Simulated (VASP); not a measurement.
Set up this calculation in VASP 6.6.1, as the native input.

- Task: single point
- Functional: BLYP
- Potentials or basis: VASP PAW PBE potentials, release 64 (Bi_d)
- Cutoff: 520 eV
- k mesh: 12 × 12 × 12
- Occupations: fermi-dirac, width 0.1 eV
- Spin: no spin polarisation
- Dipole correction: no
- Further INCAR settings: ALGO = Normal; EDIFF = 1e-07; NBANDS = 14

The structure of Bi lies in POSCAR:

```
Bi
1.0
    0.0000000000      2.6536164736      2.6536164736
    2.6536164736      0.0000000000      2.6536164736
    2.6536164736      2.6536164736      0.0000000000
Bi
1
Direct
    0.0000000000      0.0000000000      0.0000000000
```

This cell differs from its parent crystal: volume scaled by 1.08.

One way to write it, as run:

INCAR

```
SYSTEM = Bi
AGGAC = 1.0
AGGAX = 1.0
ALDAC = 0.0
ALDAX = 1.0
ALGO = Normal
EDIFF = 1E-7
ENCUT = 520
GGA = B5
ISIF = 2
ISMEAR = -1
LASPH = .True.
LCHARG = .False.
LREAL = .False.
LWAVE = .False.
NBANDS = 14
NELM = 80
PREC = Accurate
SIGMA = 0.1
```

KPOINTS

```
k-points
0
Gamma
  12 12 12
  0 0 0
```

Potentials or basis: VASP PAW PBE potentials, release 64 (Bi_d).

Run with:

```sh
$ cat potpaw_PBE.64/Bi_d/POTCAR > POTCAR
$ mpirun -np 1 vasp_std > vasp.out
```

It gave:

| Quantity | Value |
| --- | --- |
| Pressure | -2.7 GPa |

Caveat: the PAW data sets were made with another functional, which shifts forces and pressure a little.

It took 30 s on 1 thread of Intel(R) Xeon(R) Platinum 8488C (Sapphire Rapids), on a shared host, peak memory 0.17 GiB.
